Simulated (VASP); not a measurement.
# Pd (Fm-3m) in VASP: notebook, part 2 of 2

VASP 6.6.1. Earlier steps stand in the parts before.

**5. Single point, BLYP (volume scaled by 1.12)**

INCAR

```
  AGGAC = 1.0
  AGGAX = 1.0
  ALDAC = 0.0
  ALDAX = 1.0
  ALGO = Normal
  EDIFF = 1E-7
  ENCUT = 520
  GGA = B5
  ISIF = 2
  ISMEAR = -1
  LASPH = True
  LCHARG = True
  LELF = True
  LREAL = False
  LVHAR = True
  LWAVE = False
  NBANDS = 11
  NELM = 60
  PREC = Accurate
  SIGMA = 0.1
```

KPOINTS

```
k-points
0
Gamma
  22 22 22
```

POSCAR

```
Pd
1.0
    0.0000000000      2.0934498793      2.0934498793
    2.0934498793      0.0000000000      2.0934498793
    2.0934498793      2.0934498793      0.0000000000
Pd
1
Direct
    0.0000000000      0.0000000000      0.0000000000
```

Potentials or basis: VASP PAW PBE potentials, release 64 (Pd).

On the command line:

```bash
> cat potpaw_PBE.64/Pd/POTCAR > POTCAR
> mpirun -np 1 vasp_std > vasp.out
```

OUTCAR:

```text
EDIFF = 1E-7
   ENCUT = 520
   GGA = B5
   ISIF = 2
   ISMEAR = -1
   LASPH = True
   LREAL = False
   NELM = 60
   PREC = Accurate

 ion  position               nearest neighbor table
   1  0.000  0.000  0.000-

  LATTYP: Found a face centered cubic cell.
 ALAT       =     4.1868997586

  Lattice vectors:

 A1 = (   0.0000000000,   2.0934498793,   2.0934498793)
 A2 = (   2.0934498793,   0.0000000000,   2.0934498793)
 A3 = (   2.0934498793,   2.0934498793,   0.0000000000)

Analysis of symmetry for initial positions (statically):
=====================================================================
 Subroutine PRICEL returns:
 Original cell was already a primitive cell.

 Routine SETGRP: Setting up the symmetry group for a
 face centered cubic supercell.

 Subroutine GETGRP returns: Found 48 space group operations
 (whereof 48 operations were pure point group operations)
 out of a pool of 48 trial point group operations.

The static configuration has the point symmetry O_h .

Analysis of symmetry for dynamics (positions and initial velocities):
=====================================================================
 Subroutine PRICEL returns:
 Original cell was already a primitive cell.

 Routine SETGRP: Setting up the symmetry group for a
 face centered cubic supercell.

 Subroutine GETGRP returns: Found 48 space group operations
 (whereof 48 operations were pure point group operations)
 out of a pool of 48 trial point group operations.

The dynamic configuration has the point symmetry O_h .

 Subroutine INISYM returns: Found 48 space group operations
 (whereof 48 operations are pure point group operations),
 and found     1 'primitive' translations

----------------------------------------------------------------------------------------

                                     Primitive cell

  volume of cell :      18.3492

[... 105 lines left out ...]
     AMIX     =   0.40;   BMIX     =  1.00
     AMIX_MAG =   1.60;   BMIX_MAG =  1.00
  volume/ion in A,a.u.               =      18.35       123.83
  Fermi-wavevector in a.u.,A,eV,Ry     =   1.337218  2.526976 24.329290  1.788152
  Thomas-Fermi vector in A             =   2.465784
   LORBIT       =      0    0 simple, 1 ext, 2 COOP (PROOUT), +10 PAW based schemes
   GGA     = B5    functional components
   LHFCALC =     F    Hartree Fock is set to
   AEXX    =    0.0000 exact exchange contribution
   IVDW    =     0    specifies the selected vdW correction
   LEPSILON=     F    determine dielectric tensor
   LRPA    =     F    only Hartree local field effects (RPA)
 non-spin polarized calculation
  energy-cutoff  :      520.00
  volume of cell :       18.35
 maximum number of plane-waves:       531
 NGX is ok and might be reduce to    24
   NGX = 11   NGY = 11   NGZ = 11

 number of electron      10.0000002 magnetization

 Free energy of the ion-electron system (eV)
  ---------------------------------------------------
  ext. energy  EPLUGINS =         0.00000000
  ---------------------------------------------------
  free energy    TOTEN  =        -4.34474601 eV

  energy without entropy =       -4.26923190  energy(sigma->0) =       -4.30698895

 E-fermi :   7.0385     XC(G=0): -11.2707

 val. band max:        7.0374744835   @ k =  -0.4091   0.4091   0.1364
 cond. band min:       7.0391762173   @ k =  -0.4545   0.3636   0.0000
 fundamental gap:      0.0017017339
 Fermi energy:         7.0384951322

 k-point     1 :       0.0000    0.0000    0.0000
  band No.  band energies     occupation
      1       1.5370      2.00000
      2       4.9967      2.00000
      3       4.9967      2.00000
      4       4.9967      2.00000
      5       6.1102      1.99981
      6       6.1102      1.99981
      7      24.1931      0.00000
      8      27.5235      0.00000
      9      27.5235      0.00000
     10      27.5235      0.00000
     11      32.5703      0.00000
[... 309 lines left out ...]
 k-point    24 :      -0.4545    0.0455    0.0000
  band No.  band energies     occupation
      1       3.2608      2.00000
      2       4.9557      2.00000
      3       5.0061      2.00000
      4       6.7792      1.86083
      5       6.9175      1.54074
      6       8.7530      0.00000
      7      13.0277      0.00000
      8      23.5566      0.00000
      9      25.4104      0.00000
     10      25.8732      0.00000
     11      31.3579      0.00000

 [... further k-points ...]
[... 5 lines left out ...]
  --------------------------------------------------------------------------------------
  -------------------------------------------------------------------------------------
  Total       -1.2338036     -1.2338036     -1.2338036      0.0000000      0.0000000      0.0000000
  in kB     -107.7305629   -107.7305629   -107.7305629      0.0000000      0.0000000      0.0000000
  external PRESSURE =    -107.7305629 kB  Pullay stress =       0.0000000 kB

 VOLUME and BASIS-vectors are now :
 -----------------------------------------------------------------------------
  energy-cutoff  :      520.00
  volume of cell :       18.35
      direct lattice vectors                 reciprocal lattice vectors
     0.000000000  2.093449879  2.093449879    -0.238840206  0.238840206  0.238840206
     2.093449879  0.000000000  2.093449879     0.238840206 -0.238840206  0.238840206
     2.093449879  2.093449879  0.000000000     0.238840206  0.238840206 -0.238840206

 POSITION                                       TOTAL-FORCE (eV/Angst)
 -----------------------------------------------------------------------------------
      0.00000      0.00000      0.00000        -0.000000     -0.000000     -0.000000
 -----------------------------------------------------------------------------------
    total drift:                               -0.000000      0.000000     -0.000000

  FREE ENERGIE OF THE ION-ELECTRON SYSTEM (eV)
  ---------------------------------------------------
  free  energy   TOTEN  =        -4.3447460095 eV

  energy  without entropy=       -4.2692318971  energy(sigma->0) =       -4.30698895
```

OSZICAR:

```text
N       E                     dE             d eps       ncg     rms          rms(c)
DAV:   1     0.437277240001E+02    0.43728E+02   -0.50349E+03  7232   0.830E+02
DAV:   2    -0.388787287646E+01   -0.47616E+02   -0.45977E+02  8203   0.175E+02
DAV:   3    -0.452525585753E+01   -0.63738E+00   -0.63431E+00  8507   0.217E+01
DAV:   4    -0.452932288475E+01   -0.40670E-02   -0.40665E-02  8538   0.186E+00
DAV:   5    -0.452938893107E+01   -0.66046E-04   -0.66046E-04  9294   0.207E-01    0.411E+00
DAV:   6    -0.434900627670E+01    0.18038E+00   -0.10856E+00  8614   0.778E+00    0.183E+00
DAV:   7    -0.434595711159E+01    0.30492E-02   -0.77762E-03  8349   0.912E-01    0.106E+00
DAV:   8    -0.434473223959E+01    0.12249E-02   -0.66563E-04  8360   0.190E-01    0.307E-02
DAV:   9    -0.434474537054E+01   -0.13131E-04   -0.14198E-05 10318   0.272E-02    0.173E-02
DAV:  10    -0.434474604563E+01   -0.67508E-06   -0.18369E-06  8343   0.117E-02    0.842E-04
DAV:  11    -0.434474600947E+01    0.36154E-07   -0.18386E-08  6312   0.117E-03
   1 F= -.43447460E+01 E0= -.43069890E+01  d E =-.755141E-01
```

Wall time 32 s (1 thread of Intel Xeon Platinum 8559C (Emerald Rapids), shared host); peak memory 0.19 GiB.

What came out:

```yaml
Free_energy: -4.3447 eV
Pressure: -10.8 GPa
Band_gap_on_the_k_mesh: zero (band 5 reaches 7.19 eV, above the bottom of band 6 at 6.07 eV)
```

Levels at points of the mesh, in eV from the Fermi level:
```tsv
k point	band 1	band 2	band 3	band 4	band 5	band 6	band 7	band 8	band 9	band 10
(0.00, 0.00, 0.00)	-5.50	-2.04	-2.04	-2.04	-0.93	-0.93	17.15	20.49	20.49	20.49
(0.50, 0.00, 0.00)	-3.82	-2.07	-2.07	-0.08	-0.08	1.66	5.75	16.51	18.81	18.81
(0.50, 0.50, 0.00)	-3.80	-3.62	-0.11	0.15	0.15	3.51	8.72	12.03	12.03	18.77
```

Caveat: the PAW data sets were made with another functional, which shifts forces and pressure a little.

**6. Single point, BLYP, collinear spin, ferromagnetic start**

INCAR

```
SYSTEM = Pd
PREC = Accurate
ENCUT = 520
EDIFF = 1E-6
ISMEAR = -1
SIGMA = 0.05
LREAL = .FALSE.
LASPH = .TRUE.
NELM = 150
ALGO = Normal
ISIF = 2
LWAVE = .FALSE.
LCHARG = .TRUE.
ISPIN = 2
MAGMOM = 0.5
LORBIT = 11
LMAXMIX = 4
GGA = B5
ALDAX = 1.0
AGGAX = 1.0
AGGAC = 1.0
ALDAC = 0.0
LELF = .TRUE.
LVHAR = .TRUE.
NBANDS = 15
```

KPOINTS

```
regular mesh
0
G
  14 14 14
  0 0 0
```

POSCAR

```
Pd
1.0
    0.0000000000      2.0158808852      2.0158808852
    2.0158808852      0.0000000000      2.0158808852
    2.0158808852      2.0158808852      0.0000000000
Pd
1
Direct
    0.0000000000      0.0000000000      0.0000000000
```

Potentials or basis: VASP PAW PBE potentials, release 64 (Pd).

On the command line:

```bash
> cat potpaw_PBE.64/Pd/POTCAR > POTCAR
> mpirun -np 1 vasp_std > vasp.out
```

Run time: 32 s. Hardware: 1 thread of Intel Xeon Platinum 8559C (Emerald Rapids), shared host; peak memory 0.17 GiB.

The run converged. Its results:

* Free energy: -4.3862 eV
* Pressure: 0.3 GPa
* Net moment: 0.39 μB per cell
* Site moments: Pd +0.39 μB
* Valence electrons inside the program's atomic spheres: Pd 9.28

Levels at points of the mesh, in eV from the Fermi level:
Spin up:
```
           k point  band 1  band 2  band 3  band 4  band 5  band 6  band 7  band 8  band 9  band 10
(0.00, 0.00, 0.00)   -6.27   -2.59   -2.59   -2.59   -1.22   -1.22   17.36   21.34   21.34    21.34
(0.50, 0.00, 0.00)   -4.63   -2.60   -2.60   -0.22   -0.22    1.43    6.42   16.74   19.96    19.96
(0.50, 0.50, 0.00)   -4.64   -4.46   -0.23    0.03    0.03    3.49    9.68   12.64   12.64    20.24
```
Spin down:
```
           k point  band 2  band 3  band 4  band 5  band 6  band 7  band 8  band 9
(0.00, 0.00, 0.00)   -2.30   -2.30   -2.30   -0.98   -0.98   17.38   21.36   21.36
(0.50, 0.00, 0.00)   -2.36   -2.36    0.08    0.08    1.45    6.60   16.74   20.03
(0.50, 0.50, 0.00)   -4.21    0.02    0.37    0.37    3.51    9.82   12.68   12.68
```

Caveat: the PAW data sets were made with another functional, which shifts forces and pressure a little.

**7. The runs side by side**

```csv
spin,cell,k mesh,smearing,gap on the mesh (eV),pressure (GPa)
off,"a = 2.851 Å, angles 60.0°, 1 atom",22 × 22 × 22,fermi-dirac 0.1 eV,none,0.2
off,"a = 2.888 Å, angles 60.0°, 1 atom",22 × 22 × 22,fermi-dirac 0.1 eV,none,-4.5
off,"a = 2.925 Å, angles 60.0°, 1 atom",22 × 22 × 22,fermi-dirac 0.1 eV,none,-8.1
off,"a = 2.961 Å, angles 60.0°, 1 atom",22 × 22 × 22,fermi-dirac 0.1 eV,none,-10.8
"collinear, ferromagnetic start","a = 2.851 Å, angles 60.0°, 1 atom",14 × 14 × 14,fermi-dirac 0.05 eV,none,0.3
```

Alike in all rows: task single point; level BLYP; potentials or basis VASP PAW PBE potentials, release 64 (Pd); cutoff (eV) 520.

Caveats: the PAW data sets were made with another functional, which shifts forces and pressure a little.

Total energies depend on the potentials used, so only differences within one code and one set of settings carry meaning.
